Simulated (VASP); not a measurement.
Crystal: Sb.

```
Sb
1.0
     2.15420    1.24373    3.75800
    -2.15420    1.24373    3.75800
     0.00000   -2.48746    3.75800
Sb
2
Cartesian
  0.0000 0.0000 8.6416
  0.0000 0.0000 2.6324
```

* Program: VASP 6.6.1
* Task: relaxation of cell and atoms
* Functional: PBE
* Potentials or basis: VASP PAW PBE potentials, release 64 (Sb)
* Cutoff: 600 eV
* k mesh: 8 × 8 × 8
* Occupations: fermi-dirac, width 0.05 eV
* Spin: no spin polarisation

At the start: pressure 2.8 GPa; volume 30.21 Å³/atom.

Question: How do energy, volume and symmetry change on relaxing?

Answer: Over 8 steps the energy falls by 12.6 meV/atom and the volume is 31.83 Å³/atom (+5.4 %); space group R-3m (No. 166, to 0.05 Å).

The path:
```csv
step,energy change (eV),largest force (eV/Å),pressure (GPa),volume (Å³)
1,0.0000,0.2010,2.76,60.41
2,-0.0137,0.2461,-1.49,65.08
3,-0.0240,0.0810,0.05,63.15
4,-0.0245,0.0570,0.04,63.27
5,-0.0249,0.0142,0.02,63.48
6,-0.0250,0.0015,0.01,63.54
7,-0.0251,0.0000,0.01,63.59
8,-0.0252,0.0024,0.02,63.66
```

Final structure:
```cif
data_structure
_symmetry_space_group_name_H-M 'P 1'
_symmetry_Int_Tables_number 1
_cell_length_a 4.5892
_cell_length_b 4.5892
_cell_length_c 4.5892
_cell_angle_alpha 57.028
_cell_angle_beta 57.028
_cell_angle_gamma 57.028
_cell_volume 63.66
loop_
_atom_site_label
_atom_site_type_symbol
_atom_site_fract_x
_atom_site_fract_y
_atom_site_fract_z
_atom_site_occupancy
Sb1 Sb 0.76719 0.76719 0.76719 1
Sb2 Sb 0.23281 0.23281 0.23281 1
```
